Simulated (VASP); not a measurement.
# NaCl (Pm-3m) in VASP: further runs

NaCl is run at these levels: PBEsol; tasks: electric field gradients.

Everything below comes from runs of VASP 6.6.1. Logs are shortened: lines on timing, memory, paths and dates and some standing lists are left out, and cuts for length are marked.

## 1. The cell of the first run

It takes space group Pm-3m (No. 221, cubic). The conventional cell has a = 2.802 Å, b = 2.802 Å, c = 2.802 Å, α = 90.00°, β = 90.00°, γ = 90.00°. Within 3.2 Å of Na (site symmetry m-3m) lie 8 Cl at 2.43 Å and 6 Na at 2.80 Å. Within 3.2 Å of Cl (site symmetry m-3m) lie 8 Na at 2.43 Å and 6 Cl at 2.80 Å.

## 2. Electric field gradients, PBEsol (11.00 Å³/atom)

The input, INCAR:

```
PREC = Accurate
ENCUT = 520
EDIFF = 1E-8
ISMEAR = -1
SIGMA = 0.03
LREAL = F
LASPH = T
NELM = 100
ALGO = Normal
ISIF = 2
LWAVE = F
LCHARG = F
GGA = PS
LEFG = T
NBANDS = 14
```

The input, KPOINTS:

```
regular mesh
0
Gamma
  9 9 9
```

The input, POSCAR:

```
NaCl
1.0
    2.8016162709      0.0000000000      0.0000000000
    0.0000000000      2.8016162709      0.0000000000
    0.0000000000      0.0000000000      2.8016162709
Na Cl
1 1
Direct
    0.0000000000      0.0000000000      0.0000000000
    0.5000000000      0.5000000000      0.5000000000
```

Potentials or basis: VASP PAW PBE potentials, release 64 (Na_pv, Cl).

Started as:

```console
$ cat potpaw_PBE.64/Na_pv/POTCAR potpaw_PBE.64/Cl/POTCAR > POTCAR
$ mpirun -np 1 vasp_std > vasp.out
```

OUTCAR:

```text
PREC = Accurate
   ENCUT = 520
   EDIFF = 1E-8
   ISMEAR = -1
   LREAL = F
   LASPH = T
   NELM = 100
   ISIF = 2
   GGA = PS

 ion  position               nearest neighbor table
   1  0.000  0.000  0.000-   2 2.43   2 2.43   2 2.43   2 2.43   2 2.43   2 2.43   2 2.43   2 2.43

   2  0.500  0.500  0.500-   1 2.43   1 2.43   1 2.43   1 2.43   1 2.43   1 2.43   1 2.43   1 2.43

  LATTYP: Found a simple cubic cell.
 ALAT       =     2.8016162709

  Lattice vectors:

 A1 = (   2.8016162709,   0.0000000000,   0.0000000000)
 A2 = (   0.0000000000,   2.8016162709,   0.0000000000)
 A3 = (   0.0000000000,   0.0000000000,   2.8016162709)

Analysis of symmetry for initial positions (statically):
=====================================================================
 Subroutine PRICEL returns:
 Original cell was already a primitive cell.

 Routine SETGRP: Setting up the symmetry group for a
 simple cubic supercell.

 Subroutine GETGRP returns: Found 48 space group operations
 (whereof 48 operations were pure point group operations)
 out of a pool of 48 trial point group operations.

The static configuration has the point symmetry O_h .

Analysis of symmetry for dynamics (positions and initial velocities):
=====================================================================
 Subroutine PRICEL returns:
 Original cell was already a primitive cell.

 Routine SETGRP: Setting up the symmetry group for a
 simple cubic supercell.

 Subroutine GETGRP returns: Found 48 space group operations
 (whereof 48 operations were pure point group operations)
 out of a pool of 48 trial point group operations.

The dynamic configuration has the point symmetry O_h .

 Subroutine INISYM returns: Found 48 space group operations
 (whereof 48 operations are pure point group operations),
 and found     1 'primitive' translations

----------------------------------------------------------------------------------------

                                     Primitive cell

  volume of cell :      21.9900

  direct lattice vectors                    reciprocal lattice vectors
     2.801616271  0.000000000  0.000000000     0.356936819  0.000000000  0.000000000
     0.000000000  2.801616271  0.000000000     0.000000000  0.356936819  0.000000000
     0.000000000  0.000000000  2.801616271     0.000000000  0.000000000  0.356936819

  length of vectors
[... 138 lines left out ...]
  band No.  band energies     occupation
      1     -15.1283      2.00000
      2     -15.1283      2.00000
      3     -15.1283      2.00000
      4      -9.8755      2.00000
      5       6.3202      2.00000
      6       6.3202      2.00000
      7       6.3202      2.00000
      8      13.8357      0.00000
      9      13.8357      0.00000
     10      15.4751      0.00000
     11      25.7121      0.00000
     12      25.7121      0.00000
     13      25.7121      0.00000
     14      30.8457      0.00000
[... 377 lines left out ...]
      1     -15.4870      2.00000
      2     -15.3563      2.00000
      3     -15.0947      2.00000
      4      -7.3117      2.00000
      5       1.5736      2.00000
      6       2.8810      2.00000
      7       6.6175      2.00000
      8      13.3061      0.00000
      9      18.4450      0.00000
     10      18.8950      0.00000
     11      19.9264      0.00000
     12      24.3163      0.00000
     13      25.3167      0.00000
     14      29.1972      0.00000

 [... further k-points ...]

------------------------ aborting loop because EDIFF is reached ----------------------------------------

  FORCE on cell =-STRESS in cart. coord.  units (eV):
  Direction    XX          YY          ZZ          XY          YZ          ZX
  --------------------------------------------------------------------------------------
  -------------------------------------------------------------------------------------
  Total       10.5620977     10.5620977     10.5620977      0.0000000      0.0000000     -0.0000000
  in kB      769.5463996    769.5463996    769.5463996      0.0000000      0.0000000     -0.0000000
  external PRESSURE =     769.5463996 kB  Pullay stress =       0.0000000 kB

 VOLUME and BASIS-vectors are now :
 -----------------------------------------------------------------------------
  energy-cutoff  :      520.00
  volume of cell :       21.99
      direct lattice vectors                 reciprocal lattice vectors
     2.801616271  0.000000000  0.000000000     0.356936819  0.000000000  0.000000000
     0.000000000  2.801616271  0.000000000     0.000000000  0.356936819  0.000000000
     0.000000000  0.000000000  2.801616271     0.000000000  0.000000000  0.356936819

 POSITION                                       TOTAL-FORCE (eV/Angst)
 -----------------------------------------------------------------------------------
      0.00000      0.00000      0.00000         0.000000      0.000000      0.000000
      1.40081      1.40081      1.40081         0.000000      0.000000      0.000000
 -----------------------------------------------------------------------------------
    total drift:                                0.000000     -0.000000     -0.000000

  FREE ENERGIE OF THE ION-ELECTRON SYSTEM (eV)
  ---------------------------------------------------
  free  energy   TOTEN  =        -4.1824628350 eV

  energy  without entropy=       -4.1824628349  energy(sigma->0) =       -4.18246283

 Electric field gradients (V/A^2)
---------------------------------------------------------------------
 ion       V_xx      V_yy      V_zz      V_xy      V_xz      V_yz
---------------------------------------------------------------------
   1       0.000     0.000     0.000    -0.000    -0.000     0.000
   2      -0.000    -0.000    -0.000    -0.000     0.000     0.000
---------------------------------------------------------------------

 Electric field gradients after diagonalization (V/A^2)
 (convention: |V_zz| > |V_xx| > |V_yy|)
----------------------------------------------------------------------
 ion       V_xx      V_yy      V_zz     asymmetry (V_yy - V_xx)/ V_zz
----------------------------------------------------------------------
   1       0.000     0.000     0.000      -0.217
   2      -0.000    -0.000    -0.000      -0.500
----------------------------------------------------------------------

           NMR quadrupolar parameters

 Cq : quadrupolar parameter    Cq=e*Q*V_zz/h
 eta: asymmetry parameters     (V_yy - V_xx)/ V_zz
 Q  : nuclear electric quadrupole moment in mb (millibarn)
----------------------------------------------------------------------
 ion       Cq(MHz)       eta       Q (mb)
----------------------------------------------------------------------
   1       0.000      -0.217       1.000
   2      -0.000      -0.500       1.000
----------------------------------------------------------------------
```

stdout:

```text
POSCAR found type information on POSCAR NaCl
 POSCAR found :  2 types and       2 ions
 scaLAPACK will be used
 -----------------------------------------------------------------------------
|                                                                             |
|                                                                             |
|     You enforced a specific xc type in the INCAR file but a different       |
|     I HOPE YOU KNOW WHAT YOU ARE DOING!                                     |
|                                                                             |
 -----------------------------------------------------------------------------

 LDA part: xc-table for (Slater+PW92), standard interpolation
 POSCAR, INCAR and KPOINTS ok, starting setup
 FFT: planning ... GRIDC
 FFT: planning ... GRID_SOFT
 FFT: planning ... GRID
 WAVECAR not read
 entering main loop
ion   1

ion   2
```

It took 15 s on 1 thread of Intel Xeon 8259CL, shared host; peak memory 0.13 GiB.

Results:

| Property | Result |
| --- | --- |
| Free energy | -4.1825 eV |
| Pressure | 77.0 GPa |
| Band gap on the k mesh | 4.31 eV |
| Largest electric field gradient by atom | zero within the noise of the run |

Caveat: the cell stands under pressure; the PAW data sets were made with another functional, which shifts forces and pressure a little; an odd mesh through Γ misses points on the zone boundary, where band edges can lie.

## 3. Electric field gradients, PBEsol (11.00 Å³/atom)

The input, INCAR:

```
SYSTEM = NaCl
PREC     = Accurate       ! precision mode
ENCUT    = 520            ! plane-wave cutoff, eV
EDIFF    = 1E-8           ! SCF threshold, eV
ISMEAR   = -1             ! smearing method
SIGMA    = 0.03           ! smearing width, eV
LREAL    = .False.        ! projectors in reciprocal space
LASPH    = .True.         ! aspherical terms in the spheres
NELM     = 60             ! most SCF steps
ALGO     = Normal         ! electronic algorithm
ISIF     = 2              ! what is computed and relaxed
LWAVE    = .False.        ! write WAVECAR
LCHARG   = .False.        ! write CHGCAR
GGA      = PS             ! functional
LEFG     = .True.       
NBANDS   = 14             ! bands
```

The input, KPOINTS:

```
Automatic mesh
0
Gamma
  9 9 9
  0 0 0
```

POSCAR is that of step 2.

Potentials or basis: VASP PAW PBE potentials, release 64 (Na_pv, Cl).

Started as:

```console
$ cat potpaw_PBE.64/Na_pv/POTCAR potpaw_PBE.64/Cl/POTCAR > POTCAR
$ mpirun -np 1 vasp_std > vasp.out
```

OUTCAR:

```text
SYSTEM = NaCl
   PREC = Accurate
   ENCUT = 520
   EDIFF = 1E-8
   ISMEAR = -1
   LREAL = .False.
   LASPH = .True.
   NELM = 60
   ISIF = 2
   GGA = PS

 ion  position               nearest neighbor table
   1  0.000  0.000  0.000-   2 2.43   2 2.43   2 2.43   2 2.43   2 2.43   2 2.43   2 2.43   2 2.43

   2  0.500  0.500  0.500-   1 2.43   1 2.43   1 2.43   1 2.43   1 2.43   1 2.43   1 2.43   1 2.43

  LATTYP: Found a simple cubic cell.
 ALAT       =     2.8016162709

  Lattice vectors:

 A1 = (   2.8016162709,   0.0000000000,   0.0000000000)
 A2 = (   0.0000000000,   2.8016162709,   0.0000000000)
 A3 = (   0.0000000000,   0.0000000000,   2.8016162709)

Analysis of symmetry for initial positions (statically):
=====================================================================
 Subroutine PRICEL returns:
 Original cell was already a primitive cell.

 Routine SETGRP: Setting up the symmetry group for a
 simple cubic supercell.

 Subroutine GETGRP returns: Found 48 space group operations
[... 597 lines left out ...]
     2.801616271  0.000000000  0.000000000     0.356936819  0.000000000  0.000000000
     0.000000000  2.801616271  0.000000000     0.000000000  0.356936819  0.000000000
     0.000000000  0.000000000  2.801616271     0.000000000  0.000000000  0.356936819

 POSITION                                       TOTAL-FORCE (eV/Angst)
 -----------------------------------------------------------------------------------
      0.00000      0.00000      0.00000         0.000000      0.000000      0.000000
      1.40081      1.40081      1.40081         0.000000      0.000000      0.000000
 -----------------------------------------------------------------------------------
    total drift:                                0.000000     -0.000000     -0.000000

  FREE ENERGIE OF THE ION-ELECTRON SYSTEM (eV)
  ---------------------------------------------------
  free  energy   TOTEN  =        -4.1824628350 eV

  energy  without entropy=       -4.1824628349  energy(sigma->0) =       -4.18246283

 Electric field gradients (V/A^2)
---------------------------------------------------------------------
 ion       V_xx      V_yy      V_zz      V_xy      V_xz      V_yz
---------------------------------------------------------------------
   1       0.000     0.000     0.000    -0.000    -0.000     0.000
   2      -0.000    -0.000    -0.000    -0.000     0.000     0.000
---------------------------------------------------------------------

 Electric field gradients after diagonalization (V/A^2)
 (convention: |V_zz| > |V_xx| > |V_yy|)
----------------------------------------------------------------------
 ion       V_xx      V_yy      V_zz     asymmetry (V_yy - V_xx)/ V_zz
----------------------------------------------------------------------
   1       0.000     0.000     0.000      -0.217
   2      -0.000    -0.000    -0.000      -0.500
----------------------------------------------------------------------

           NMR quadrupolar parameters

 Cq : quadrupolar parameter    Cq=e*Q*V_zz/h
 eta: asymmetry parameters     (V_yy - V_xx)/ V_zz
 Q  : nuclear electric quadrupole moment in mb (millibarn)
----------------------------------------------------------------------
 ion       Cq(MHz)       eta       Q (mb)
----------------------------------------------------------------------
   1       0.000      -0.217       1.000
   2      -0.000      -0.500       1.000
----------------------------------------------------------------------
```

OSZICAR:

```text
N       E                     dE             d eps       ncg     rms          rms(c)
DAV:   1     0.106659903483E+03    0.10666E+03   -0.73456E+03   986   0.124E+03
DAV:   2     0.147760519300E+01   -0.10518E+03   -0.96547E+02  1150   0.328E+02
DAV:   3    -0.443487846421E+01   -0.59125E+01   -0.58757E+01  1274   0.679E+01
DAV:   4    -0.450048562715E+01   -0.65607E-01   -0.65595E-01  1130   0.735E+00
DAV:   5    -0.450132500844E+01   -0.83938E-03   -0.83937E-03  1316   0.880E-01    0.685E+00
DAV:   6    -0.424016146620E+01    0.26116E+00   -0.21764E-01  1376   0.737E+00    0.441E+00
DAV:   7    -0.418485699027E+01    0.55304E-01   -0.12594E-01  1478   0.446E+00    0.179E+00
DAV:   8    -0.418257831866E+01    0.22787E-02   -0.10227E-02  1142   0.125E+00    0.223E-01
DAV:   9    -0.418246082896E+01    0.11749E-03   -0.30694E-04  1302   0.345E-01    0.425E-02
DAV:  10    -0.418246224276E+01   -0.14138E-05   -0.25927E-05  1302   0.108E-01    0.809E-03
DAV:  11    -0.418246271979E+01   -0.47703E-06   -0.46945E-06  1184   0.260E-02    0.657E-03
DAV:  12    -0.418246281442E+01   -0.94632E-07   -0.23728E-07  1172   0.474E-03    0.169E-03
DAV:  13    -0.418246285810E+01   -0.43678E-07   -0.31987E-08  1190   0.122E-03    0.928E-04
DAV:  14    -0.418246283965E+01    0.18450E-07   -0.96787E-10   682   0.245E-04    0.185E-04
DAV:  15    -0.418246283498E+01    0.46743E-08   -0.23574E-10   616   0.133E-04
   1 F= -.41824628E+01 E0= -.41824628E+01  d E =-.605925E-10
```

stdout:

```text
POSCAR found type information on POSCAR NaCl
 POSCAR found :  2 types and       2 ions
 scaLAPACK will be used
 -----------------------------------------------------------------------------
|                                                                             |
|                                                                             |
|     You enforced a specific xc type in the INCAR file but a different       |
|     I HOPE YOU KNOW WHAT YOU ARE DOING!                                     |
|                                                                             |
 -----------------------------------------------------------------------------

 LDA part: xc-table for (Slater+PW92), standard interpolation
 POSCAR, INCAR and KPOINTS ok, starting setup
 FFT: planning ... GRIDC
 FFT: planning ... GRID_SOFT
 FFT: planning ... GRID
 WAVECAR not read
 entering main loop
ion   1

ion   2
```

It took 16 s on 1 thread of Intel Xeon 8259CL, shared host; peak memory 0.13 GiB.

What came out:

| Item | Value |
| --- | --- |
| Free energy | -4.1825 eV |
| Pressure | 77.0 GPa |
| Band gap on the k mesh | 4.31 eV |
| Largest electric field gradient by atom | zero within the noise of the run |

Caveat: the cell stands under pressure; the PAW data sets were made with another functional, which shifts forces and pressure a little; an odd mesh through Γ misses points on the zone boundary, where band edges can lie.

(Continued in part 2 of 2.)
